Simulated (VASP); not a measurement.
# Ca (Immm) in VASP: relaxation of cell and atoms with PBE

Aim: the relaxation of cell and atoms of Ca with PBE.

Everything below comes from runs of VASP 6.6.1. Logs are shortened: lines on timing, memory, paths and dates and some standing lists are left out, and cuts for length are marked.

## 1. The cell of the first run

The structure is orthorhombic, space group Immm (No. 71). Conventional cell: a = 4.193 Å, b = 4.203 Å, c = 4.891 Å, α = 90.00°, β = 90.00°, γ = 90.00°. Ca (site symmetry mmm) has 14 Ca at 3.85 to 4.89 Å within 5.0 Å.

## 2. Relaxation of cell and atoms, PBE

Input file INCAR:

```
SYSTEM = Ca
PREC = Accurate
ENCUT = 600
EDIFF = 1E-6
ISMEAR = 0
SIGMA = 0.1
LREAL = .FALSE.
LASPH = .TRUE.
NELM = 100
ALGO = Normal
ISIF = 3
LWAVE = .FALSE.
LCHARG = .FALSE.
GGA = PE
IBRION = 2
NSW = 100
EDIFFG = -0.005
```

Input file KPOINTS:

```
regular mesh
0
G
  14 14 14
  0 0 0
```

Input file POSCAR:

```
Ca
1.0
   -2.0964874600      2.1017318100      2.4453524600
    2.0964874600     -2.1017318100      2.4453524600
    2.0964874600      2.1017318100     -2.4453524600
Ca
1
Direct
    0.5000000000      0.5000000000      0.0000000000
```

Potentials or basis: VASP PAW PBE potentials, release 64 (Ca_sv).

Launch:

```bash
cat potpaw_PBE.64/Ca_sv/POTCAR > POTCAR
mpirun -np 1 vasp_std > vasp.out
```

OUTCAR:

```text
SYSTEM = Ca
   PREC = Accurate
   ENCUT = 600
   EDIFF = 1E-6
   ISMEAR = 0
   LREAL = .FALSE.
   LASPH = .TRUE.
   NELM = 100
   ISIF = 3
   GGA = PE
   IBRION = 2
   NSW = 100
   EDIFFG = -0.005

 ion  position               nearest neighbor table
   1  0.500  0.500  0.000-

  LATTYP: Found a body centered orthorhombic cell.
 ALAT       =     4.1929749200
 B/A-ratio  =     1.0025014936
 C/A-ratio  =     1.1664045250

  Lattice vectors:

 A1 = (  -2.0964874600,   2.1017318100,   2.4453524600)
 A2 = (   2.0964874600,  -2.1017318100,   2.4453524600)
 A3 = (   2.0964874600,   2.1017318100,  -2.4453524600)

Analysis of symmetry for initial positions (statically):
=====================================================================
 Subroutine PRICEL returns:
 Original cell was already a primitive cell.

 Routine SETGRP: Setting up the symmetry group for a
 body centered orthorhombic supercell.

 Subroutine GETGRP returns: Found  8 space group operations
 (whereof  8 operations were pure point group operations)
 out of a pool of  8 trial point group operations.

The static configuration has the point symmetry D_2h.

Analysis of symmetry for dynamics (positions and initial velocities):
=====================================================================
 Subroutine PRICEL returns:
 Original cell was already a primitive cell.

 Routine SETGRP: Setting up the symmetry group for a
 body centered orthorhombic supercell.

 Subroutine GETGRP returns: Found  8 space group operations
 (whereof  8 operations were pure point group operations)
 out of a pool of  8 trial point group operations.

The dynamic configuration has the point symmetry D_2h.

 Subroutine INISYM returns: Found  8 space group operations
 (whereof  8 operations are pure point group operations),
 and found     1 'primitive' translations

----------------------------------------------------------------------------------------

                                     Primitive cell

  volume of cell :      43.0994

  direct lattice vectors                    reciprocal lattice vectors
    -2.096487460  2.101731810  2.445352460     0.000000000  0.237899050  0.204469502
     2.096487460 -2.101731810  2.445352460     0.238494153  0.000000000  0.204469502
     2.096487460  2.101731810 -2.445352460     0.238494153  0.237899050  0.000000000

  length of vectors
     3.846073962  3.846073962  3.846073962     0.313693696  0.314145250  0.336861127

  position of ions in fractional coordinates (direct lattice)
     0.500000000  0.500000000  0.000000000

  ion indices of the primitive-cell ions
   primitive index   ion index
                 1           1

----------------------------------------------------------------------------------------

 KPOINTS: regular mesh

Automatic generation of k-mesh.
 Grid dimensions read from file:
 generate k-points for:   14   14   14

 Generating k-lattice:

  Cartesian coordinates                     Fractional coordinates (reciprocal lattice)
     0.000000000  0.016992789  0.014604964     0.071428571  0.000000000  0.000000000
     0.017035297  0.000000000  0.014604964     0.000000000  0.071428571 -0.000000000
     0.017035297  0.016992789  0.000000000     0.000000000 -0.000000000  0.071428571

  Length of vectors
     0.022406693  0.022438946  0.024061509

  Shift w.r.t. Gamma in fractional coordinates (k-lattice)
     0.000000000  0.000000000  0.000000000

 Subroutine IBZKPT returns following result:
 ===========================================

 Found    428 irreducible k-points:

 Following reciprocal coordinates:
            Coordinates               Weight
  0.000000  0.000000  0.000000      1.000000
  0.071429 -0.000000  0.000000      4.000000
  0.142857 -0.000000  0.000000      4.000000
  0.214286 -0.000000  0.000000      4.000000
  0.285714 -0.000000  0.000000      4.000000
  0.357143 -0.000000  0.000000      4.000000
[... 16 lines left out ...]
 -0.000000  0.142857  0.000000      4.000000
  0.071429  0.142857  0.000000      8.000000
 [... further k-points ...]
   k-points           NKPTS =    428   k-points in BZ     NKDIM =    428   number of bands    NBANDS=      9
   number of dos      NEDOS =    301   number of ions     NIONS =      1
   total plane-waves  NPLWV =  32768
   dimension x,y,z NGX =    32 NGY =   32 NGZ =   32
   dimension x,y,z NGXF=    64 NGYF=   64 NGZF=   64
   ions per type =               1
   NGX,Y,Z   is equivalent  to a cutoff of  13.83, 13.83, 13.83 a.u.
   NGXF,Y,Z  is equivalent  to a cutoff of  27.66, 27.66, 27.66 a.u.
 SYSTEM =  Ca
   PREC   = accura    normal or accurate (medium, high low for compatibility)
   ISTART =      0    job   : 0-new  1-cont  2-samecut
   ICHARG =      2    charge: 1-file 2-atom 10-const
   ISPIN  =      1    spin polarized calculation?
   LNONCOLLINEAR =      F non collinear calculations
   LSORBIT =      F    spin-orbit coupling
   LASPH  =      T    aspherical Exc in radial PAW
   ENCUT  =  600.0 eV  44.10 Ry    6.64 a.u.   7.68  7.68  7.68*2*pi/ulx,y,z
   NELM   =    100;   NELMIN=  2; NELMDL= -5     # of ELM steps
   EDIFF  = 0.1E-05   stopping-criterion for ELM
   LREAL  =      F    real-space projection
   EDIFFG = -.5E-02   stopping-criterion for IOM
   NSW    =    100    number of steps for IOM
   IBRION =      2    ionic relax: 0-MD 1-quasi-New 2-CG
   NFREE  =      1    steps in history (QN), initial steepest desc. (CG)
   ISIF   =      3    stress and relaxation
   ISYM   =      2    0-nonsym 1-usesym 2-fastsym
   POTIM  = 0.5000    time-step for ionic-motion
   TEBEG  =    0.0;   TEEND  =   0.0 temperature during run
   PSTRESS=    0.0 pullay stress
   NELECT =      10.0000    total number of electrons
   NUPDOWN=      -1.0000    fix difference up-down
   EMIN   =  10.00;   EMAX   =-10.00  energy-range for DOS
   EFERMI =   0.00;   METHOD = LEGACY
   ISMEAR =     0;   SIGMA  =   0.10  broadening in eV -4-tet -1-fermi 0-gaus
   EFERMI_NEDOS =   21; number of points for ismear=-14 and -15
   IALGO  =     38    algorithm
   IMIX   =      4    mixing-type and parameters
     AMIX     =   0.40;   BMIX     =  1.00
     AMIX_MAG =   1.60;   BMIX_MAG =  1.00
  volume/ion in A,a.u.               =      43.10       290.85
  Fermi-wavevector in a.u.,A,eV,Ry     =   1.005969  1.901005 13.768730  1.011973
  Thomas-Fermi vector in A             =   2.138682
   LORBIT       =      0    0 simple, 1 ext, 2 COOP (PROOUT), +10 PAW based schemes
   GGA     = PE    functional components
   LHFCALC =     F    Hartree Fock is set to
   AEXX    =    0.0000 exact exchange contribution
   IVDW    =     0    specifies the selected vdW correction
   LEPSILON=     F    determine dielectric tensor
   LRPA    =     F    only Hartree local field effects (RPA)
 conjugate gradient relaxation of ions
 non-spin polarized calculation
 Gauss-broadening in eV      SIGMA  =   0.10
  energy-cutoff  :      600.00
  volume of cell :       43.10
 maximum number of plane-waves:      1453
   NGX = 15   NGY = 15   NGZ = 15

--------------------------------------- Ionic step        1  -------------------------------------------

 number of electron      10.0000001 magnetization

 Free energy of the ion-electron system (eV)
  ---------------------------------------------------
  ext. energy  EPLUGINS =         0.00000000
  ---------------------------------------------------
  free energy    TOTEN  =        -1.92145379 eV

  energy without entropy =       -1.91398295  energy(sigma->0) =       -1.91771837

------------------------ aborting loop because EDIFF is reached ----------------------------------------

  FORCE on cell =-STRESS in cart. coord.  units (eV):
  Direction    XX          YY          ZZ          XY          YZ          ZX
  --------------------------------------------------------------------------------------
  -------------------------------------------------------------------------------------
  Total       -0.1161183     -0.1225289     -0.0320487     -0.0000000      0.0000000      0.0000000
  in kB       -4.3165828     -4.5548903     -1.1913803     -0.0000000      0.0000000      0.0000000
  external PRESSURE =      -3.3542844 kB  Pullay stress =       0.0000000 kB
[... 86 lines left out ...]
  FREE ENERGIE OF THE ION-ELECTRON SYSTEM (eV)
  ---------------------------------------------------
  free  energy   TOTEN  =        -1.9228008495 eV

  energy  without entropy=       -1.9153256393  energy(sigma->0) =       -1.91906324

[... ionic steps 4 to 15 ...]

--------------------------------------- Ionic step       16  -------------------------------------------

 number of electron      10.0000001 magnetization

------------------------ aborting loop because EDIFF is reached ----------------------------------------

  FORCE on cell =-STRESS in cart. coord.  units (eV):
  Direction    XX          YY          ZZ          XY          YZ          ZX
  --------------------------------------------------------------------------------------
  -------------------------------------------------------------------------------------
  Total        0.0190119      0.0208959      0.0111547      0.0000000      0.0000000      0.0000000
  in kB        0.7230070      0.7946524      0.4242018      0.0000000      0.0000000      0.0000000
  external PRESSURE =       0.6472871 kB  Pullay stress =       0.0000000 kB
[... 55 lines left out ...]
  energy  without entropy=       -1.9259826449  energy(sigma->0) =       -1.92948965

--------------------------------------- Ionic step       18  -------------------------------------------

 number of electron      10.0000001 magnetization

 Free energy of the ion-electron system (eV)
  ---------------------------------------------------
  ext. energy  EPLUGINS =         0.00000000
  ---------------------------------------------------
  free energy    TOTEN  =        -1.93300961 eV

  energy without entropy =       -1.92599782  energy(sigma->0) =       -1.92950371

 E-fermi :   1.9477     XC(G=0):  -7.7317

 val. band max:        1.9356536843   @ k =  -0.2143   0.5000   0.0714
 cond. band min:       1.9742005962   @ k =   0.3571  -0.3571   0.3571
 fundamental gap:      0.0385469119
 Fermi energy:         1.9476873368

 k-point     1 :       0.0000    0.0000    0.0000
  band No.  band energies     occupation
      1     -40.0671      2.00000
      2     -20.9847      2.00000
      3     -20.9846      2.00000
      4     -20.9840      2.00000
      5      -2.0686      2.00000
      6       4.2842      0.00000
      7       4.2892      0.00000
      8       4.2945      0.00000
      9       5.3519      0.00000
[... 265 lines left out ...]
 k-point    24 :       0.0714    0.1429    0.0000
  band No.  band energies     occupation
      1     -40.0632      2.00000
      2     -21.0217      2.00000
      3     -20.9948      2.00000
      4     -20.9879      2.00000
      5      -1.5268      2.00000
      6       3.7839      0.00000
      7       4.3813      0.00000
      8       4.4895      0.00000
      9       5.1009      0.00000

 [... further k-points ...]
[... 5 lines left out ...]
  --------------------------------------------------------------------------------------
  -------------------------------------------------------------------------------------
  Total        0.0034423     -0.0021382      0.0002756     -0.0000000      0.0000000      0.0000000
  in kB        0.1305204     -0.0810718      0.0104490     -0.0000000      0.0000000      0.0000000
  external PRESSURE =       0.0199659 kB  Pullay stress =       0.0000000 kB
[... 16 lines left out ...]
  FREE ENERGIE OF THE ION-ELECTRON SYSTEM (eV)
  ---------------------------------------------------
  free  energy   TOTEN  =        -1.9330096105 eV

  energy  without entropy=       -1.9259978154  energy(sigma->0) =       -1.92950371

 reached required accuracy - stopping structural energy minimisation
```

Wall time 35 min (1 thread of AMD EPYC 7R43 (Zen 3), shared host); peak memory 0.37 GiB.

What came out:

```yaml
Free_energy: -1.9330 eV
Relaxed_volume: 42.26 Å³/atom
Relaxed_cell: a = 3.908 Å, b = 3.908 Å, c = 3.908 Å, α = 119.97°, β = 119.92°, γ = 90.10°
Space_group_after_relaxing_to_0.05_Å: Fm-3m (No. 225)
Energy_gained_by_relaxing: 11.6 meV/atom
Ionic_steps: 18
Pressure_after_relaxing: 0.0 GPa
Band_gap_on_the_k_mesh: zero (band 5 reaches 2.11 eV, above the bottom of band 6 at 1.79 eV)
```

Step by step:
```csv
step,energy change (eV),largest force (eV/Å),pressure (GPa),volume (Å³)
1,0.0000,0.0000,-0.34,43.10
2,-0.0011,0.0000,-0.12,42.54
3,-0.0013,0.0000,0.04,42.14
4,-0.0014,0.0000,0.07,42.05
5,-0.0017,0.0000,0.07,42.05
6,-0.0029,0.0000,0.07,42.03
7,-0.0054,0.0000,0.09,41.97
8,-0.0096,0.0000,0.22,41.72
9,-0.0010,0.0000,0.61,40.83
10,-0.0105,0.0000,0.27,41.58
11,-0.0106,0.0000,0.33,41.47
12,-0.0111,0.0000,0.20,41.79
13,-0.0112,0.0000,0.12,41.95
14,-0.0112,0.0000,0.09,41.99
15,-0.0113,0.0000,0.10,42.03
16,-0.0115,0.0000,0.06,42.13
17,-0.0115,0.0000,0.04,42.17
18,-0.0116,0.0000,0.00,42.26
```

Final structure:
```
CELL_PARAMETERS angstrom
-1.95520 1.95672 2.76125
1.95520 -1.95672 2.76125
1.95520 1.95672 -2.76125
ATOMIC_POSITIONS crystal
Ca 0.50000 0.50000 0.00000
```

Levels at points of the mesh, in eV from the Fermi level:
```tsv
k point	band 3	band 4	band 5	band 6	band 7	band 8
(0.00, 0.00, 0.00)	-22.93	-22.93	-4.02	2.34	2.34	2.35
(0.50, 0.00, 0.00)	-22.95	-22.95	-0.98	-0.16	2.22	2.23
(0.00, 0.50, 0.00)	-22.95	-22.95	-0.98	-0.15	2.22	2.23
(0.50, 0.50, 0.00)	-22.98	-22.98	-0.45	0.59	0.97	4.09
(0.50, 0.50, 0.50)	-22.98	-22.98	-0.44	0.58	0.98	4.09
```
